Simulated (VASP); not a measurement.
# SiN (Pm-3m) in VASP: relaxation of cell and atoms with PBE

Aim: the relaxation of cell and atoms of SiN with PBE.

Program: VASP 6.6.1. These are calculated values, not measurements. Logs are shortened: lines on timing, memory, paths and dates and some standing lists are left out, and cuts for length are marked.

## (1) The cell of the first run

Symmetry: Pm-3m, No. 221, cubic system. Conventional cell: a = 2.616 Å, b = 2.616 Å, c = 2.616 Å, α = 90.00°, β = 90.00°, γ = 90.00°. Si (site symmetry m-3m) has 8 N at 2.27 Å and 6 Si at 2.62 Å within 3.0 Å. N (site symmetry m-3m) has 8 Si at 2.27 Å and 6 N at 2.62 Å within 3.0 Å.

## (2) Relaxation of cell and atoms, PBE

Input file INCAR:

```
SYSTEM = SiN
  ALGO = Normal
  EDIFF = 1E-6
  EDIFFG = -0.01
  ENCUT = 600
  GGA = PE
  IBRION = 2
  ISIF = 3
  ISMEAR = 0
  LASPH = .TRUE.
  LCHARG = .FALSE.
  LREAL = .FALSE.
  LWAVE = .FALSE.
  NELM = 80
  NSW = 100
  PREC = Accurate
  SIGMA = 0.1
```

Input file KPOINTS:

```
k-points
0
G
  22 22 22
  0 0 0
```

Input file POSCAR:

```
SiN
1.0
    2.6158589478      0.0000000000      0.0000000000
    0.0000000000      2.6158589478      0.0000000000
    0.0000000000      0.0000000000      2.6158589478
Si N
1 1
Direct
    0.5000000000      0.5000000000      0.5000000000
    0.0000000000      0.0000000000      0.0000000000
```

Potentials or basis: VASP PAW PBE potentials, release 64 (Si, N).

Started as:

```
> cat potpaw_PBE.64/Si/POTCAR potpaw_PBE.64/N/POTCAR > POTCAR
> mpirun -np 1 vasp_std > vasp.out
```

OUTCAR:

```text
SYSTEM = SiN
   EDIFF = 1E-6
   EDIFFG = -0.01
   ENCUT = 600
   GGA = PE
   IBRION = 2
   ISIF = 3
   ISMEAR = 0
   LASPH = .TRUE.
   LREAL = .FALSE.
   NELM = 80
   NSW = 100
   PREC = Accurate

 ion  position               nearest neighbor table
   1  0.500  0.500  0.500-   2 2.27   2 2.27   2 2.27   2 2.27   2 2.27   2 2.27   2 2.27   2 2.27

   2  0.000  0.000  0.000-   1 2.27   1 2.27   1 2.27   1 2.27   1 2.27   1 2.27   1 2.27   1 2.27

  LATTYP: Found a simple cubic cell.
 ALAT       =     2.6158589478

  Lattice vectors:

 A1 = (   2.6158589478,   0.0000000000,   0.0000000000)
 A2 = (   0.0000000000,   2.6158589478,   0.0000000000)
 A3 = (   0.0000000000,   0.0000000000,   2.6158589478)

Analysis of symmetry for initial positions (statically):
=====================================================================
 Subroutine PRICEL returns:
 Original cell was already a primitive cell.

 Routine SETGRP: Setting up the symmetry group for a
 simple cubic supercell.

 Subroutine GETGRP returns: Found 48 space group operations
 (whereof 48 operations were pure point group operations)
 out of a pool of 48 trial point group operations.

The static configuration has the point symmetry O_h .

Analysis of symmetry for dynamics (positions and initial velocities):
=====================================================================
 Subroutine PRICEL returns:
 Original cell was already a primitive cell.

 Routine SETGRP: Setting up the symmetry group for a
 simple cubic supercell.

 Subroutine GETGRP returns: Found 48 space group operations
 (whereof 48 operations were pure point group operations)
 out of a pool of 48 trial point group operations.

The dynamic configuration has the point symmetry O_h .

 Subroutine INISYM returns: Found 48 space group operations
 (whereof 48 operations are pure point group operations),
 and found     1 'primitive' translations

----------------------------------------------------------------------------------------

                                     Primitive cell

  volume of cell :      17.8996

  direct lattice vectors                    reciprocal lattice vectors
     2.615858948  0.000000000  0.000000000     0.382283609  0.000000000  0.000000000
     0.000000000  2.615858948  0.000000000     0.000000000  0.382283609  0.000000000
     0.000000000  0.000000000  2.615858948     0.000000000  0.000000000  0.382283609

  length of vectors
     2.615858948  2.615858948  2.615858948     0.382283609  0.382283609  0.382283609

  position of ions in fractional coordinates (direct lattice)
     0.500000000  0.500000000  0.500000000
     0.000000000  0.000000000  0.000000000

  ion indices of the primitive-cell ions
   primitive index   ion index
                 1           1
                 2           2

----------------------------------------------------------------------------------------

 KPOINTS: k-points

Automatic generation of k-mesh.
 Grid dimensions read from file:
 generate k-points for:   22   22   22

 Generating k-lattice:

  Cartesian coordinates                     Fractional coordinates (reciprocal lattice)
     0.017376528  0.000000000  0.000000000     0.045454545  0.000000000  0.000000000
     0.000000000  0.017376528  0.000000000     0.000000000  0.045454545  0.000000000
     0.000000000  0.000000000  0.017376528     0.000000000  0.000000000  0.045454545

  Length of vectors
     0.017376528  0.017376528  0.017376528

  Shift w.r.t. Gamma in fractional coordinates (k-lattice)
     0.000000000  0.000000000  0.000000000

 Subroutine IBZKPT returns following result:
 ===========================================

 Found    364 irreducible k-points:

 Following reciprocal coordinates:
            Coordinates               Weight
  0.000000  0.000000  0.000000      1.000000
  0.045455  0.000000  0.000000      6.000000
  0.090909  0.000000  0.000000      6.000000
  0.136364  0.000000  0.000000      6.000000
  0.181818  0.000000  0.000000      6.000000
  0.227273  0.000000  0.000000      6.000000
[... 16 lines left out ...]
  0.500000  0.045455  0.000000     12.000000
  0.090909  0.090909  0.000000     12.000000
 [... further k-points ...]
   k-points           NKPTS =    364   k-points in BZ     NKDIM =    364   number of bands    NBANDS=      8
   number of dos      NEDOS =    301   number of ions     NIONS =      2
   total plane-waves  NPLWV =  13824
   dimension x,y,z NGX =    24 NGY =   24 NGZ =   24
   dimension x,y,z NGXF=    48 NGYF=   48 NGZF=   48
   ions per type =               1   1
   NGX,Y,Z   is equivalent  to a cutoff of  15.25, 15.25, 15.25 a.u.
   NGXF,Y,Z  is equivalent  to a cutoff of  30.51, 30.51, 30.51 a.u.
 SYSTEM =  SiN
   PREC   = accura    normal or accurate (medium, high low for compatibility)
   ISTART =      0    job   : 0-new  1-cont  2-samecut
   ICHARG =      2    charge: 1-file 2-atom 10-const
   ISPIN  =      1    spin polarized calculation?
   LNONCOLLINEAR =      F non collinear calculations
   LSORBIT =      F    spin-orbit coupling
   LASPH  =      T    aspherical Exc in radial PAW
   ENCUT  =  600.0 eV  44.10 Ry    6.64 a.u.   5.22  5.22  5.22*2*pi/ulx,y,z
   NELM   =     80;   NELMIN=  2; NELMDL= -5     # of ELM steps
   EDIFF  = 0.1E-05   stopping-criterion for ELM
   LREAL  =      F    real-space projection
   EDIFFG = -.1E-01   stopping-criterion for IOM
   NSW    =    100    number of steps for IOM
   IBRION =      2    ionic relax: 0-MD 1-quasi-New 2-CG
   NFREE  =      1    steps in history (QN), initial steepest desc. (CG)
   ISIF   =      3    stress and relaxation
   ISYM   =      2    0-nonsym 1-usesym 2-fastsym
   POTIM  = 0.5000    time-step for ionic-motion
   TEBEG  =    0.0;   TEEND  =   0.0 temperature during run
   PSTRESS=    0.0 pullay stress
   NELECT =       9.0000    total number of electrons
   NUPDOWN=      -1.0000    fix difference up-down
   EMIN   =  10.00;   EMAX   =-10.00  energy-range for DOS
   EFERMI =   0.00;   METHOD = LEGACY
   ISMEAR =     0;   SIGMA  =   0.10  broadening in eV -4-tet -1-fermi 0-gaus
   EFERMI_NEDOS =   21; number of points for ismear=-14 and -15
   IALGO  =     38    algorithm
   IMIX   =      4    mixing-type and parameters
     AMIX     =   0.40;   BMIX     =  1.00
     AMIX_MAG =   1.60;   BMIX_MAG =  1.00
  volume/ion in A,a.u.               =       8.95        60.40
  Fermi-wavevector in a.u.,A,eV,Ry     =   1.301791  2.460029 23.057255  1.694660
  Thomas-Fermi vector in A             =   2.432902
   LORBIT       =      0    0 simple, 1 ext, 2 COOP (PROOUT), +10 PAW based schemes
   GGA     = PE    functional components
   LHFCALC =     F    Hartree Fock is set to
   AEXX    =    0.0000 exact exchange contribution
   IVDW    =     0    specifies the selected vdW correction
   LEPSILON=     F    determine dielectric tensor
   LRPA    =     F    only Hartree local field effects (RPA)
 conjugate gradient relaxation of ions
 non-spin polarized calculation
 Gauss-broadening in eV      SIGMA  =   0.10
  energy-cutoff  :      600.00
  volume of cell :       17.90
 maximum number of plane-waves:       624
 NGX is ok and might be reduce to    24
   NGX = 11   NGY = 11   NGZ = 11

--------------------------------------- Ionic step        1  -------------------------------------------

 number of electron       9.0000000 magnetization

 Free energy of the ion-electron system (eV)
  ---------------------------------------------------
  ext. energy  EPLUGINS =         0.00000000
  ---------------------------------------------------
  free energy    TOTEN  =       -11.36252013 eV

  energy without entropy =      -11.35967658  energy(sigma->0) =      -11.36109836

------------------------ aborting loop because EDIFF is reached ----------------------------------------

  FORCE on cell =-STRESS in cart. coord.  units (eV):
  Direction    XX          YY          ZZ          XY          YZ          ZX
  --------------------------------------------------------------------------------------
  -------------------------------------------------------------------------------------
  Total       -0.0713501     -0.0713501     -0.0713501      0.0000000      0.0000000      0.0000000
  in kB       -6.3864930     -6.3864930     -6.3864930      0.0000000      0.0000000      0.0000000
  external PRESSURE =      -6.3864930 kB  Pullay stress =       0.0000000 kB
[... 57 lines left out ...]
  energy  without entropy=      -11.3598242483  energy(sigma->0) =      -11.36122517

--------------------------------------- Ionic step        3  -------------------------------------------

 number of electron       9.0000000 magnetization

 Free energy of the ion-electron system (eV)
  ---------------------------------------------------
  ext. energy  EPLUGINS =         0.00000000
  ---------------------------------------------------
  free energy    TOTEN  =       -11.36264641 eV

  energy without entropy =      -11.35983250  energy(sigma->0) =      -11.36123945

 E-fermi :  11.5059     XC(G=0): -12.5545

 val. band max:       11.4910961893   @ k =   0.4545   0.2273   0.0000
 cond. band min:      11.5105373492   @ k =   0.4091   0.2727   0.2273
 fundamental gap:      0.0194411599
 Fermi energy:        11.5059118960

 k-point     1 :       0.0000    0.0000    0.0000
  band No.  band energies     occupation
      1      -8.0017      2.00000
      2       8.8838      2.00000
      3       8.9003      2.00000
      4       8.9003      2.00000
      5       8.9003      2.00000
      6      16.6540      0.00000
      7      16.6540      0.00000
      8      22.9076      0.00000
[... 243 lines left out ...]
 k-point    24 :       0.0909    0.0909    0.0000
  band No.  band energies     occupation
      1      -7.7090      2.00000
      2       6.6727      2.00000
      3       8.0013      2.00000
      4       9.0828      2.00000
      5      11.0143      2.00000
      6      17.1004      0.00000
      7      17.4649      0.00000
      8      22.1350      0.00000

 [... further k-points ...]

------------------------ aborting loop because EDIFF is reached ----------------------------------------

  FORCE on cell =-STRESS in cart. coord.  units (eV):
  Direction    XX          YY          ZZ          XY          YZ          ZX
  --------------------------------------------------------------------------------------
  -------------------------------------------------------------------------------------
  Total       -0.0008341     -0.0008341     -0.0008341     -0.0000000      0.0000000     -0.0000000
  in kB       -0.0749343     -0.0749343     -0.0749343     -0.0000000      0.0000000     -0.0000000
  external PRESSURE =      -0.0749343 kB  Pullay stress =       0.0000000 kB
[... 17 lines left out ...]
  FREE ENERGIE OF THE ION-ELECTRON SYSTEM (eV)
  ---------------------------------------------------
  free  energy   TOTEN  =       -11.3626464067 eV

  energy  without entropy=      -11.3598324991  energy(sigma->0) =      -11.36123945

 reached required accuracy - stopping structural energy minimisation
```

Run time: 97 s. Hardware: 1 thread of Intel Xeon 8259CL, shared host; peak memory 0.19 GiB.

What came out:

```yaml
Free_energy: -11.3626 eV
Relaxed_volume: 8.92 Å³/atom
Relaxed_cell: a = 2.613 Å, b = 2.613 Å, c = 2.613 Å, α = 90.00°, β = 90.00°, γ = 90.00°
Space_group_after_relaxing_to_0.1_Å: Pm-3m (No. 221)
Energy_gained_by_relaxing: 0.1 meV/atom
Ionic_steps: 3
Pressure_after_relaxing: 0.0 GPa
Band_gap_on_the_k_mesh: zero (an odd number of electrons rules out a gap without spin polarisation)
```

The path:
```csv
step,energy change (eV),largest force (eV/Å),pressure (GPa),volume (Å³)
1,0.0000,0.0000,-0.64,17.90
2,-0.0001,0.0000,0.24,17.81
3,-0.0001,0.0000,-0.01,17.83
```

Final structure:
```
Si N
1.0
     2.61269    0.00000    0.00000
     0.00000    2.61269    0.00000
     0.00000    0.00000    2.61269
Si N
1 1
Direct
  0.50000 0.50000 0.50000
  0.00000 0.00000 0.00000
```
